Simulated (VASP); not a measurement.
# Ca (Im-3m) in VASP: further runs

Ca is run at these levels: PBE; tasks: electric field gradients.

Everything below comes from runs of VASP 6.6.1. Logs are shortened: lines on timing, memory, paths and dates and some standing lists are left out, and cuts for length are marked.

### 1 The cell of the first run

Symmetry: Im-3m, No. 229, cubic system. The conventional cell has a = 4.389 Å, b = 4.389 Å, c = 4.389 Å, α = 90.00°, β = 90.00°, γ = 90.00°. Within 5.0 Å of Ca (site symmetry m-3m) lie 14 Ca at 3.80 to 4.39 Å.

This isn't the form of Ca at room conditions, which is fcc.

### 2 Electric field gradients, PBE (42.28 Å³/atom)

INCAR

```
ALGO = Normal ; EDIFF = 1E-8
ENCUT = 520 ; GGA = PE
ISIF = 2 ; ISMEAR = -1
LASPH = True ; LCHARG = False
LEFG = True ; LREAL = False
LWAVE = False ; NBANDS = 11
NELM = 100 ; PREC = Accurate
SIGMA = 0.05
```

KPOINTS

```
k-points
0
Gamma
  10 10 10
```

POSCAR

```
Ca
1.0
   -2.1946618700      2.1946618700      2.1946618700
    2.1946618700     -2.1946618700      2.1946618700
    2.1946618700      2.1946618700     -2.1946618700
Ca
1
Direct
    0.0000000000      0.0000000000      0.0000000000
```

Potentials or basis: VASP PAW PBE potentials, release 64 (Ca_sv).

Started as:

```
$ cat potpaw_PBE.64/Ca_sv/POTCAR > POTCAR
$ mpirun -np 1 vasp_std > vasp.out
```

OUTCAR:

```text
EDIFF = 1E-8
   ENCUT = 520
   GGA = PE
   ISIF = 2
   ISMEAR = -1
   LASPH = True
   LREAL = False
   NELM = 100
   PREC = Accurate

 ion  position               nearest neighbor table
   1  0.000  0.000  0.000-

  LATTYP: Found a body centered cubic cell.
 ALAT       =     4.3893237400

  Lattice vectors:

 A1 = (  -2.1946618700,   2.1946618700,   2.1946618700)
 A2 = (   2.1946618700,  -2.1946618700,   2.1946618700)
 A3 = (   2.1946618700,   2.1946618700,  -2.1946618700)

Analysis of symmetry for initial positions (statically):
=====================================================================
 Subroutine PRICEL returns:
 Original cell was already a primitive cell.

 Routine SETGRP: Setting up the symmetry group for a
 body centered cubic supercell.

 Subroutine GETGRP returns: Found 48 space group operations
 (whereof 48 operations were pure point group operations)
 out of a pool of 48 trial point group operations.

The static configuration has the point symmetry O_h .

Analysis of symmetry for dynamics (positions and initial velocities):
=====================================================================
 Subroutine PRICEL returns:
 Original cell was already a primitive cell.

 Routine SETGRP: Setting up the symmetry group for a
 body centered cubic supercell.

 Subroutine GETGRP returns: Found 48 space group operations
 (whereof 48 operations were pure point group operations)
 out of a pool of 48 trial point group operations.

The dynamic configuration has the point symmetry O_h .

 Subroutine INISYM returns: Found 48 space group operations
 (whereof 48 operations are pure point group operations),
 and found     1 'primitive' translations

----------------------------------------------------------------------------------------

                                     Primitive cell

  volume of cell :      42.2827

  direct lattice vectors                    reciprocal lattice vectors
    -2.194661870  2.194661870  2.194661870     0.000000000  0.227825528  0.227825528
     2.194661870 -2.194661870  2.194661870     0.227825528  0.000000000  0.227825528
     2.194661870  2.194661870 -2.194661870     0.227825528  0.227825528  0.000000000

  length of vectors
     3.801265864  3.801265864  3.801265864     0.322193952  0.322193952  0.322193952

  position of ions in fractional coordinates (direct lattice)
     0.000000000  0.000000000  0.000000000

  ion indices of the primitive-cell ions
   primitive index   ion index
                 1           1

----------------------------------------------------------------------------------------

 KPOINTS: k-points

Automatic generation of k-mesh.
 Grid dimensions read from file:
 generate k-points for:   10   10   10

 Generating k-lattice:

  Cartesian coordinates                     Fractional coordinates (reciprocal lattice)
     0.000000000  0.022782553  0.022782553     0.100000000  0.000000000  0.000000000
     0.022782553  0.000000000  0.022782553     0.000000000  0.100000000  0.000000000
     0.022782553  0.022782553  0.000000000     0.000000000  0.000000000  0.100000000

  Length of vectors
     0.032219395  0.032219395  0.032219395

  Shift w.r.t. Gamma in fractional coordinates (k-lattice)
     0.000000000  0.000000000  0.000000000

 Subroutine IBZKPT returns following result:
 ===========================================

 Found     47 irreducible k-points:

 Following reciprocal coordinates:
            Coordinates               Weight
  0.000000  0.000000  0.000000      1.000000
  0.100000  0.000000  0.000000     12.000000
  0.200000  0.000000  0.000000     12.000000
  0.300000  0.000000  0.000000     12.000000
  0.400000  0.000000  0.000000     12.000000
  0.500000  0.000000  0.000000      6.000000
[... 16 lines left out ...]
  0.300000  0.300000  0.100000      8.000000
 -0.300000  0.300000  0.100000     24.000000
 [... further k-points ...]
   k-points           NKPTS =     47   k-points in BZ     NKDIM =     47   number of bands    NBANDS=     11
   number of dos      NEDOS =    301   number of ions     NIONS =      1
   total plane-waves  NPLWV =  21952
   dimension x,y,z NGX =    28 NGY =   28 NGZ =   28
   dimension x,y,z NGXF=    56 NGYF=   56 NGZF=   56
   ions per type =               1
   NGX,Y,Z   is equivalent  to a cutoff of  12.25, 12.25, 12.25 a.u.
   NGXF,Y,Z  is equivalent  to a cutoff of  24.49, 24.49, 24.49 a.u.
 SYSTEM =  unknown system
   PREC   = accura    normal or accurate (medium, high low for compatibility)
   ISTART =      0    job   : 0-new  1-cont  2-samecut
   ICHARG =      2    charge: 1-file 2-atom 10-const
   ISPIN  =      1    spin polarized calculation?
   LNONCOLLINEAR =      F non collinear calculations
   LSORBIT =      F    spin-orbit coupling
   LASPH  =      T    aspherical Exc in radial PAW
   ENCUT  =  520.0 eV  38.22 Ry    6.18 a.u.   7.07  7.07  7.07*2*pi/ulx,y,z
   NELM   =    100;   NELMIN=  2; NELMDL= -5     # of ELM steps
   EDIFF  = 0.1E-07   stopping-criterion for ELM
   LREAL  =      F    real-space projection
   EDIFFG = 0.1E-06   stopping-criterion for IOM
   NSW    =      0    number of steps for IOM
   IBRION =     -1    ionic relax: 0-MD 1-quasi-New 2-CG
   NFREE  =      0    steps in history (QN), initial steepest desc. (CG)
   ISIF   =      2    stress and relaxation
   ISYM   =      2    0-nonsym 1-usesym 2-fastsym
   POTIM  = 0.5000    time-step for ionic-motion
   TEBEG  =    0.0;   TEEND  =   0.0 temperature during run
   PSTRESS=    0.0 pullay stress
   NELECT =      10.0000    total number of electrons
   NUPDOWN=      -1.0000    fix difference up-down
   EMIN   =  10.00;   EMAX   =-10.00  energy-range for DOS
   EFERMI =   0.00;   METHOD = LEGACY
   ISMEAR =    -1;   SIGMA  =   0.05  broadening in eV -4-tet -1-fermi 0-gaus
   EFERMI_NEDOS =   21; number of points for ismear=-14 and -15
   IALGO  =     38    algorithm
   IMIX   =      4    mixing-type and parameters
     AMIX     =   0.40;   BMIX     =  1.00
     AMIX_MAG =   1.60;   BMIX_MAG =  1.00
  volume/ion in A,a.u.               =      42.28       285.34
  Fermi-wavevector in a.u.,A,eV,Ry     =   1.012404  1.913166 13.945455  1.024962
  Thomas-Fermi vector in A             =   2.145511
   LORBIT       =      0    0 simple, 1 ext, 2 COOP (PROOUT), +10 PAW based schemes
   GGA     = PE    functional components
   LHFCALC =     F    Hartree Fock is set to
   AEXX    =    0.0000 exact exchange contribution
   IVDW    =     0    specifies the selected vdW correction
   LEPSILON=     F    determine dielectric tensor
   LRPA    =     F    only Hartree local field effects (RPA)
 non-spin polarized calculation
  energy-cutoff  :      520.00
  volume of cell :       42.28
 maximum number of plane-waves:      1157
   NGX = 15   NGY = 15   NGZ = 15

 number of electron      10.0000002 magnetization

 Free energy of the ion-electron system (eV)
  ---------------------------------------------------
  ext. energy  EPLUGINS =         0.00000000
  ---------------------------------------------------
  free energy    TOTEN  =        -1.92101571 eV

  energy without entropy =       -1.90745181  energy(sigma->0) =       -1.91423376

 E-fermi :   2.0117     XC(G=0):  -7.7292

 val. band max:        2.0082475306   @ k =   0.4000   0.1000   0.1000
 cond. band min:       2.0180350884   @ k =   0.4000   0.2000   0.0000
 fundamental gap:      0.0097875577
 Fermi energy:         2.0117083610

 k-point     1 :       0.0000    0.0000    0.0000
  band No.  band energies     occupation
      1     -40.0672      2.00000
      2     -20.9828      2.00000
      3     -20.9828      2.00000
      4     -20.9828      2.00000
      5      -2.0653      2.00000
      6       4.2918      0.00000
      7       4.2918      0.00000
      8       4.2918      0.00000
      9       5.3428      0.00000
     10       5.3428      0.00000
     11      12.1915      0.00000

 k-point     2 :       0.1000    0.0000    0.0000
  band No.  band energies     occupation
      1     -40.0658      2.00000
      2     -20.9963      2.00000
      3     -20.9873      2.00000
      4     -20.9827      2.00000
      5      -1.8851      2.00000
      6       4.1816      0.00000
      7       4.2148      0.00000
      8       4.4275      0.00000
      9       5.2225      0.00000
     10       5.3466      0.00000
     11      11.9342      0.00000

 k-point     3 :       0.2000    0.0000    0.0000
  band No.  band energies     occupation
      1     -40.0621      2.00000
      2     -21.0315      2.00000
      3     -20.9990      2.00000
      4     -20.9827      2.00000
      5      -1.3626      2.00000
      6       3.8472      0.00000
      7       3.9162      0.00000
      8       4.8190      0.00000
      9       5.1313      0.00000
     10       5.3752      0.00000
     11      10.6673      0.00000

 k-point     4 :       0.3000    0.0000    0.0000
  band No.  band energies     occupation
      1     -40.0576      2.00000
      2     -21.0745      2.00000
      3     -21.0135      2.00000
      4     -20.9826      2.00000
      5      -0.5566      2.00000
      6       3.2225      0.00000
      7       3.6246      0.00000
      8       5.2080      0.00000
      9       5.4093      0.00000
     10       5.4532      0.00000
     11       9.0110      0.00000

 k-point     5 :       0.4000    0.0000    0.0000
  band No.  band energies     occupation
      1     -40.0539      2.00000
      2     -21.1089      2.00000
      3     -21.0252      2.00000
      4     -20.9826      2.00000
      5       0.4088      2.00000
      6       2.5194      0.00008
      7       3.4113      0.00000
      8       5.2623      0.00000
      9       5.5608      0.00000
     10       6.0491      0.00000
     11       7.7825      0.00000
[... 211 lines left out ...]
 k-point    21 :       0.3000    0.2000    0.1000
  band No.  band energies     occupation
      1     -40.0520      2.00000
      2     -21.0926      2.00000
      3     -21.0446      2.00000
      4     -21.0071      2.00000
      5       1.5245      1.99988
      6       2.3116      0.00496
      7       2.8042      0.00000
      8       5.4809      0.00000
      9       5.6195      0.00000
     10       6.5938      0.00000
     11       6.8986      0.00000

 k-point    22 :      -0.2000    0.2000    0.1000
  band No.  band energies     occupation
      1     -40.0609      2.00000
      2     -21.0314      2.00000
      3     -21.0038      2.00000
      4     -20.9937      2.00000
      5      -1.1927      2.00000
      6       3.8980      0.00000
      7       3.9984      0.00000
      8       4.6879      0.00000
      9       4.7887      0.00000
     10       5.5727      0.00000
     11      10.7233      0.00000

 k-point    23 :       0.3000    0.3000    0.1000
  band No.  band energies     occupation
      1     -40.0515      2.00000
      2     -21.0700      2.00000
      3     -21.0700      2.00000
      4     -21.0115      2.00000
      5       2.2120      0.03576
      6       2.2120      0.03576
      7       2.3851      0.00114
      8       5.5914      0.00000
      9       5.5914      0.00000
     10       6.1246      0.00000
     11       7.5117      0.00000

 k-point    24 :      -0.3000    0.3000    0.1000
  band No.  band energies     occupation
      1     -40.0564      2.00000
      2     -21.0726      2.00000
      3     -21.0185      2.00000
      4     -20.9932      2.00000
      5      -0.3990      2.00000
      6       3.2502      0.00000
      7       3.7321      0.00000
      8       4.8074      0.00000
      9       5.3728      0.00000
     10       5.5987      0.00000
     11       9.0357      0.00000

 [... further k-points ...]
[... 5 lines left out ...]
  --------------------------------------------------------------------------------------
  -------------------------------------------------------------------------------------
  Total       -0.0098026     -0.0098026     -0.0098026      0.0000000      0.0000000      0.0000000
  in kB       -0.3714394     -0.3714394     -0.3714394      0.0000000      0.0000000      0.0000000
  external PRESSURE =      -0.3714394 kB  Pullay stress =       0.0000000 kB

 VOLUME and BASIS-vectors are now :
 -----------------------------------------------------------------------------
  energy-cutoff  :      520.00
  volume of cell :       42.28
      direct lattice vectors                 reciprocal lattice vectors
    -2.194661870  2.194661870  2.194661870     0.000000000  0.227825528  0.227825528
     2.194661870 -2.194661870  2.194661870     0.227825528  0.000000000  0.227825528
     2.194661870  2.194661870 -2.194661870     0.227825528  0.227825528  0.000000000

 POSITION                                       TOTAL-FORCE (eV/Angst)
 -----------------------------------------------------------------------------------
      0.00000      0.00000      0.00000        -0.000000      0.000000     -0.000000
 -----------------------------------------------------------------------------------
    total drift:                                0.000000     -0.000000     -0.000000

  FREE ENERGIE OF THE ION-ELECTRON SYSTEM (eV)
  ---------------------------------------------------
  free  energy   TOTEN  =        -1.9210157145 eV

  energy  without entropy=       -1.9074518145  energy(sigma->0) =       -1.91423376

 Electric field gradients (V/A^2)
---------------------------------------------------------------------
 ion       V_xx      V_yy      V_zz      V_xy      V_xz      V_yz
---------------------------------------------------------------------
   1      -0.000    -0.000    -0.000    -0.001    -0.001    -0.001
---------------------------------------------------------------------

 Electric field gradients after diagonalization (V/A^2)
 (convention: |V_zz| > |V_xx| > |V_yy|)
----------------------------------------------------------------------
 ion       V_xx      V_yy      V_zz     asymmetry (V_yy - V_xx)/ V_zz
----------------------------------------------------------------------
   1       0.001     0.001    -0.001       0.000
----------------------------------------------------------------------

           NMR quadrupolar parameters

 Cq : quadrupolar parameter    Cq=e*Q*V_zz/h
 eta: asymmetry parameters     (V_yy - V_xx)/ V_zz
 Q  : nuclear electric quadrupole moment in mb (millibarn)
----------------------------------------------------------------------
 ion       Cq(MHz)       eta       Q (mb)
----------------------------------------------------------------------
   1      -0.000       0.000       1.000
----------------------------------------------------------------------
```

Run time: 22 s. Hardware: 1 thread of Intel Xeon 8259CL, shared host; peak memory 0.17 GiB.

What came out:

```
Free energy                             : -1.9210 eV
Pressure                                : 0.0 GPa
Band gap on the k mesh                  : zero (bands 5 and 6 overlap by 0.24 eV)
Largest electric field gradient by atom : under 0.05 V/Å² on every atom
```

Levels at points of the mesh, in eV from the Fermi level:
| k point | band 1 | band 2 | band 3 | band 4 | band 5 | band 6 | band 7 | band 8 | band 9 | band 10 |
| --- | --- | --- | --- | --- | --- | --- | --- | --- | --- | --- |
| (0.00, 0.00, 0.00) | -42.08 | -22.99 | -22.99 | -22.99 | -4.08 | 2.28 | 2.28 | 2.28 | 3.33 | 3.33 |
| (0.50, 0.00, 0.00) | -42.06 | -23.13 | -23.04 | -22.99 | -0.91 | -0.04 | 1.32 | 3.23 | 3.60 | 4.36 |
| (0.50, 0.50, 0.50) | -42.05 | -23.10 | -23.10 | -23.10 | 0.04 | 0.04 | 3.91 | 3.91 | 3.91 | 4.14 |

[end of part 1 of 2]

The gap in the log of VASP goes by the Fermi energy; the results here count the filled bands.